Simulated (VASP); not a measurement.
# Pd (Fm-3m) in VASP: a series of runs, part 2 of 2

VASP 6.6.1.

## Step 3: Relaxation of cell and atoms, PBEsol

This run uses another cell than the first one, of 14.75 Å³/atom.

The input, INCAR:

```
ALGO = Normal ; EDIFF = 1E-7
EDIFFG = -0.03 ; ENCUT = 500
GGA = PS ; GGA_COMPAT = False
IBRION = 2 ; ISIF = 3
ISMEAR = 0 ; LASPH = True
LCHARG = False ; LREAL = False
LWAVE = False ; NELM = 120
NELMIN = 4 ; NSW = 80
PREC = Accurate ; SIGMA = 0.1
```

The input, KPOINTS:

```
k-points
0
Gamma
  10 10 10
```

The input, POSCAR:

```
Pd
1.0
    0.0000000000      1.9465000000      1.9465000000
    1.9465000000      0.0000000000      1.9465000000
    1.9465000000      1.9465000000      0.0000000000
Pd
1
Direct
    0.0000000000      0.0000000000      0.0000000000
```

Potentials or basis: VASP PAW PBE potentials, release 64 (Pd).

Run with:

```bash
$ cat potpaw_PBE.64/Pd/POTCAR > POTCAR
$ mpirun -np 1 vasp_std > vasp.out
```

OUTCAR:

```text
EDIFF = 1E-7
   EDIFFG = -0.03
   ENCUT = 500
   GGA = PS
   IBRION = 2
   ISIF = 3
   ISMEAR = 0
   LASPH = True
   LREAL = False
   NELM = 120
   NELMIN = 4
   NSW = 80
   PREC = Accurate

 ion  position               nearest neighbor table
   1  0.000  0.000  0.000-

  LATTYP: Found a face centered cubic cell.
 ALAT       =     3.8930000000

  Lattice vectors:

 A1 = (   0.0000000000,   1.9465000000,   1.9465000000)
 A2 = (   1.9465000000,   0.0000000000,   1.9465000000)
 A3 = (   1.9465000000,   1.9465000000,   0.0000000000)

Analysis of symmetry for initial positions (statically):
=====================================================================
 Subroutine PRICEL returns:
 Original cell was already a primitive cell.

 Routine SETGRP: Setting up the symmetry group for a
 face centered cubic supercell.

 Subroutine GETGRP returns: Found 48 space group operations
 (whereof 48 operations were pure point group operations)
 out of a pool of 48 trial point group operations.

The static configuration has the point symmetry O_h .

Analysis of symmetry for dynamics (positions and initial velocities):
=====================================================================
 Subroutine PRICEL returns:
 Original cell was already a primitive cell.

 Routine SETGRP: Setting up the symmetry group for a
 face centered cubic supercell.

 Subroutine GETGRP returns: Found 48 space group operations
 (whereof 48 operations were pure point group operations)
 out of a pool of 48 trial point group operations.

The dynamic configuration has the point symmetry O_h .

 Subroutine INISYM returns: Found 48 space group operations
 (whereof 48 operations are pure point group operations),
 and found     1 'primitive' translations

----------------------------------------------------------------------------------------

                                     Primitive cell

  volume of cell :      14.7500

  direct lattice vectors                    reciprocal lattice vectors
     0.000000000  1.946500000  1.946500000    -0.256871307  0.256871307  0.256871307
     1.946500000  0.000000000  1.946500000     0.256871307 -0.256871307  0.256871307
     1.946500000  1.946500000  0.000000000     0.256871307  0.256871307 -0.256871307

  length of vectors
     2.752766699  2.752766699  2.752766699     0.444914156  0.444914156  0.444914156

  position of ions in fractional coordinates (direct lattice)
     0.000000000  0.000000000  0.000000000

  ion indices of the primitive-cell ions
   primitive index   ion index
                 1           1

----------------------------------------------------------------------------------------

 KPOINTS: k-points

Automatic generation of k-mesh.
 Grid dimensions read from file:
 generate k-points for:   10   10   10

 Generating k-lattice:

  Cartesian coordinates                     Fractional coordinates (reciprocal lattice)
    -0.025687131  0.025687131  0.025687131     0.100000000  0.000000000  0.000000000
     0.025687131 -0.025687131  0.025687131     0.000000000  0.100000000  0.000000000
     0.025687131  0.025687131 -0.025687131     0.000000000  0.000000000  0.100000000

  Length of vectors
     0.044491416  0.044491416  0.044491416

  Shift w.r.t. Gamma in fractional coordinates (k-lattice)
     0.000000000  0.000000000  0.000000000

 Subroutine IBZKPT returns following result:
 ===========================================

 Found     47 irreducible k-points:

 Following reciprocal coordinates:
            Coordinates               Weight
  0.000000  0.000000  0.000000      1.000000
  0.100000  0.000000  0.000000      8.000000
  0.200000  0.000000  0.000000      8.000000
  0.300000  0.000000  0.000000      8.000000
  0.400000  0.000000  0.000000      8.000000
  0.500000  0.000000  0.000000      4.000000
[... 16 lines left out ...]
  0.300000  0.300000  0.000000      6.000000
  0.400000  0.300000  0.000000     24.000000
 [... further k-points ...]
   k-points           NKPTS =     47   k-points in BZ     NKDIM =     47   number of bands    NBANDS=      9
   number of dos      NEDOS =    301   number of ions     NIONS =      1
   total plane-waves  NPLWV =   8000
   dimension x,y,z NGX =    20 NGY =   20 NGZ =   20
   dimension x,y,z NGXF=    40 NGYF=   40 NGZF=   40
   ions per type =               1
   NGX,Y,Z   is equivalent  to a cutoff of  12.08, 12.08, 12.08 a.u.
   NGXF,Y,Z  is equivalent  to a cutoff of  24.16, 24.16, 24.16 a.u.
 SYSTEM =  unknown system
   PREC   = accura    normal or accurate (medium, high low for compatibility)
   ISTART =      0    job   : 0-new  1-cont  2-samecut
   ICHARG =      2    charge: 1-file 2-atom 10-const
   ISPIN  =      1    spin polarized calculation?
   LNONCOLLINEAR =      F non collinear calculations
   LSORBIT =      F    spin-orbit coupling
   LASPH  =      T    aspherical Exc in radial PAW
   ENCUT  =  500.0 eV  36.75 Ry    6.06 a.u.   5.02  5.02  5.02*2*pi/ulx,y,z
   NELM   =    120;   NELMIN=  4; NELMDL= -5     # of ELM steps
   EDIFF  = 0.1E-06   stopping-criterion for ELM
   LREAL  =      F    real-space projection
   EDIFFG = -.3E-01   stopping-criterion for IOM
   NSW    =     80    number of steps for IOM
   IBRION =      2    ionic relax: 0-MD 1-quasi-New 2-CG
   NFREE  =      1    steps in history (QN), initial steepest desc. (CG)
   ISIF   =      3    stress and relaxation
   ISYM   =      2    0-nonsym 1-usesym 2-fastsym
   POTIM  = 0.5000    time-step for ionic-motion
   TEBEG  =    0.0;   TEEND  =   0.0 temperature during run
   PSTRESS=    0.0 pullay stress
   NELECT =      10.0000    total number of electrons
   NUPDOWN=      -1.0000    fix difference up-down
   EMIN   =  10.00;   EMAX   =-10.00  energy-range for DOS
   EFERMI =   0.00;   METHOD = LEGACY
   ISMEAR =     0;   SIGMA  =   0.10  broadening in eV -4-tet -1-fermi 0-gaus
   EFERMI_NEDOS =   21; number of points for ismear=-14 and -15
   IALGO  =     38    algorithm
   IMIX   =      4    mixing-type and parameters
     AMIX     =   0.40;   BMIX     =  1.00
     AMIX_MAG =   1.60;   BMIX_MAG =  1.00
  volume/ion in A,a.u.               =      14.75        99.54
  Fermi-wavevector in a.u.,A,eV,Ry     =   1.438171  2.717748 28.141404  2.068335
  Thomas-Fermi vector in A             =   2.557167
   LORBIT       =      0    0 simple, 1 ext, 2 COOP (PROOUT), +10 PAW based schemes
   GGA     = PS    functional components
   LHFCALC =     F    Hartree Fock is set to
   AEXX    =    0.0000 exact exchange contribution
   IVDW    =     0    specifies the selected vdW correction
   LEPSILON=     F    determine dielectric tensor
   LRPA    =     F    only Hartree local field effects (RPA)
 conjugate gradient relaxation of ions
 non-spin polarized calculation
 Gauss-broadening in eV      SIGMA  =   0.10
  energy-cutoff  :      500.00
  volume of cell :       14.75
 maximum number of plane-waves:       388
   NGX =  9   NGY =  9   NGZ =  9

--------------------------------------- Ionic step        1  -------------------------------------------

 number of electron      10.0000000 magnetization

 number of electron       9.9999999 magnetization

 Free energy of the ion-electron system (eV)
  ---------------------------------------------------
  ext. energy  EPLUGINS =         0.00000000
  ---------------------------------------------------
  free energy    TOTEN  =        -5.97617494 eV

  energy without entropy =       -5.96746723  energy(sigma->0) =       -5.97182108

------------------------ aborting loop because EDIFF is reached ----------------------------------------

  FORCE on cell =-STRESS in cart. coord.  units (eV):
  Direction    XX          YY          ZZ          XY          YZ          ZX
  --------------------------------------------------------------------------------------
  -------------------------------------------------------------------------------------
  Total       -0.2852329     -0.2852329     -0.2852329     -0.0000000      0.0000000      0.0000000
  in kB      -30.9825387    -30.9825387    -30.9825387     -0.0000000      0.0000000      0.0000000
  external PRESSURE =     -30.9825387 kB  Pullay stress =       0.0000000 kB
[... 22 lines left out ...]
--------------------------------------- Ionic step        2  -------------------------------------------

 number of electron      10.0000005 magnetization

 E-fermi :  10.3690     XC(G=0): -13.6385

 val. band max:       10.3558597526   @ k =   0.5000   0.1000   0.0000
 cond. band min:      10.4035092166   @ k =   0.5000   0.2000   0.0000
 fundamental gap:      0.0476494640
 Fermi energy:        10.3690162095

 k-point     1 :       0.0000    0.0000    0.0000
  band No.  band energies     occupation
      1       2.7708      2.00000
      2       7.3000      2.00000
      3       7.3000      2.00000
      4       7.3000      2.00000
      5       9.0463      2.00000
      6       9.0463      2.00000
      7      27.4781      0.00000
      8      32.4863      0.00000
      9      32.4863      0.00000
[... 310 lines left out ...]
--------------------------------------- Ionic step        3  -------------------------------------------

 number of electron      10.0000002 magnetization

 Free energy of the ion-electron system (eV)
  ---------------------------------------------------
  ext. energy  EPLUGINS =         0.00000000
  ---------------------------------------------------
  free energy    TOTEN  =        -5.97846164 eV

  energy without entropy =       -5.97008765  energy(sigma->0) =       -5.97427464

 E-fermi :   9.9116     XC(G=0): -13.4768

 val. band max:        9.8986508376   @ k =  -0.4000   0.4000   0.0000
 cond. band min:       9.9440123184   @ k =   0.5000   0.2000   0.0000
 fundamental gap:      0.0453614807
 Fermi energy:         9.9116202940

 k-point     1 :       0.0000    0.0000    0.0000
  band No.  band energies     occupation
      1       2.5253      2.00000
      2       6.9703      2.00000
      3       6.9703      2.00000
      4       6.9703      2.00000
      5       8.6445      2.00000
      6       8.6445      2.00000
      7      27.0224      0.00000
      8      31.8813      0.00000
      9      31.8813      0.00000
[... 304 lines left out ...]
  FREE ENERGIE OF THE ION-ELECTRON SYSTEM (eV)
  ---------------------------------------------------
  free  energy   TOTEN  =        -5.9784616376 eV

  energy  without entropy=       -5.9700876459  energy(sigma->0) =       -5.97427464

 reached required accuracy - stopping structural energy minimisation
```

CONTCAR:

```text
Pd
   1.00000000000000
    -0.0000000000000000    1.9363152220475048    1.9363152220475048
     1.9363152220475048    0.0000000000000000    1.9363152220475048
     1.9363152220475048    1.9363152220475048    0.0000000000000000
  Pd
     1
Direct
     0.0000000000000000    0.0000000000000000    0.0000000000000000

  0.00000000E+00  0.00000000E+00  0.00000000E+00
```

Run time: 22 s. Hardware: 1 thread of Intel Xeon 8259CL, shared host; peak memory 0.13 GiB.

Results:

* Free energy: -5.9785 eV
* Relaxed volume: 14.52 Å³/atom
* Relaxed cell: a = 2.738 Å, b = 2.738 Å, c = 2.738 Å, α = 60.00°, β = 60.00°, γ = 60.00°
* Space group after relaxing (to 0.1 Å): Fm-3m (No. 225)
* Energy gained by relaxing: 2.3 meV/atom
* Ionic steps: 3
* Pressure after relaxing: 0.0 GPa
* Band gap on the k mesh: zero (bands 5 and 6 overlap by 1.62 eV)

The path:
```tsv
step	energy change (eV)	largest force (eV/Å)	pressure (GPa)	volume (Å³)
1	0.0000	0.0000	-3.10	14.75
2	0.0040	0.0000	5.66	14.15
3	-0.0023	0.0000	-0.01	14.52
```

Final structure:
```
Pd
1.0
     0.00000    1.93632    1.93632
     1.93632    0.00000    1.93632
     1.93632    1.93632    0.00000
Pd
1
Direct
  0.00000 0.00000 0.00000
```

Caveat: the PAW data sets were made with another functional, which shifts forces and pressure a little.
